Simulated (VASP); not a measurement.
**NaCl: single point with PBE**

NaCl:

```
Na Cl
1.0
     0.00000    2.81000    2.81000
     2.81000    0.00000    2.81000
     2.81000    2.81000    0.00000
Na Cl
1 1
Cartesian
  0.0000 0.0000 0.0000
  2.8100 2.8100 2.8100
```

```json
{
  "Program": "VASP 6.6.1",
  "Task": "single point",
  "Functional": "PBE",
  "Potentials or basis": "VASP PAW PBE potentials, release 64 (Na_pv, Cl)",
  "Cutoff": "520 eV",
  "k mesh": "8 × 8 × 8",
  "Occupations": "gaussian, width 0.05 eV",
  "Spin": "no spin polarisation"
}
```

| Quantity | Value |
| --- | --- |
| Pressure | 1.0 GPa |
| Band gap on the k mesh | 5.15 eV, direct |

Levels at points of the mesh, in eV from the valence-band top:
| k point | band 5 | band 6 | band 7 | band 8 | band 9 | band 10 |
| --- | --- | --- | --- | --- | --- | --- |
| (0.00, 0.00, 0.00) | 0.00 | 0.00 | 0.00 | 5.15 | 11.13 | 11.13 |
| (0.50, 0.00, 0.00) | -1.96 | -0.27 | -0.27 | 7.29 | 10.71 | 11.00 |
| (0.50, 0.50, 0.00) | -1.69 | -0.61 | -0.61 | 7.57 | 8.07 | 11.40 |

Wall time 15 s on 1 thread of Intel(R) Xeon(R) Platinum 8375C CPU @ 2.90GHz (Ice Lake) (shared host), peak memory 0.16 GiB.

PBE gaps usually lie below the measured ones, often by a third to a half.
